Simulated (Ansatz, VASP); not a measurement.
**Zr: VASP beside Ansatz**

The input INCAR:

```
PREC = Accurate ; ENCUT = 520
EDIFF = 1E-8 ; ISMEAR = -1
SIGMA = 0.05 ; LREAL = F
LASPH = T ; NELM = 100
ALGO = Normal ; ISIF = 2
LWAVE = F ; LCHARG = F
GGA = PE ; LEFG = T
NBANDS = 19
```

KPOINTS

```
Automatic mesh
0
Gamma
  12 12 7
```

POSCAR

```
Zr
1.0
    3.1906429419      0.0000000000      0.0000000000
   -1.5953214710      2.7631778421      0.0000000000
    0.0000000000      0.0000000000      5.1722200000
Zr
2
Direct
    0.3333333333      0.6666666667      0.2500000000
    0.6666666667      0.3333333333      0.7500000000
```

Input for Ansatz:

```yaml
crystal:
  lattice:
    - [3.1906429419, 0.0, 0.0]
    - [-1.595321471, 2.7631778421, 0.0]
    - [0.0, 0.0, 5.17222]
  atoms:
    - { symbol: Zr, position: [0.3333333333, 0.6666666667, 0.25] }
    - { symbol: Zr, position: [0.6666666667, 0.3333333333, 0.75] }
kpoints:
  mp_grid: { grid: [12, 12, 7] }
scf:
  occupations: { method: fermi_dirac, width: 0.05 }
hamiltonian:
  xc: pbe
  pseudopotentials: { kind: paw }
output:
  forces: true
  stress: true
  eigenvalues: true
  efg: { contact_densities: true }
```

Change from the starting cell: x and y stretched by -1.5 %, z held, PAW files.

Alike in both runs: task electric field gradients; functional PBE; k mesh 12 × 12 × 7; occupations fermi-dirac, width 0.05 eV; no spin polarisation.

|  | VASP | Ansatz |
| --- | --- | --- |
| version | VASP 6.6.1 | Ansatz 0.2.0 |
| potentials or method | VASP PAW PBE potentials, release 64 (Zr_sv) | PAW with Ansatz's default frozen-core files, scalar-relativistic |
| plane-wave cutoff (eV) | 520 | 420 |
| valence electrons in the cell | 24 | 24 |

|  | VASP | Ansatz | Ansatz less VASP |
| --- | --- | --- | --- |
| pressure (GPa) | 2.5 | 2.5 | -0.01 |
| traceless stress, the component that is largest in VASP (GPa) | -0.53 | -0.52 | +0.008 |
| size of Vzz on the site where it differs most (V/Å²) | 31.9 | 33.0 | +1.09 |

With one functional, cell and mesh, what is left measures potentials, basis and numerics.
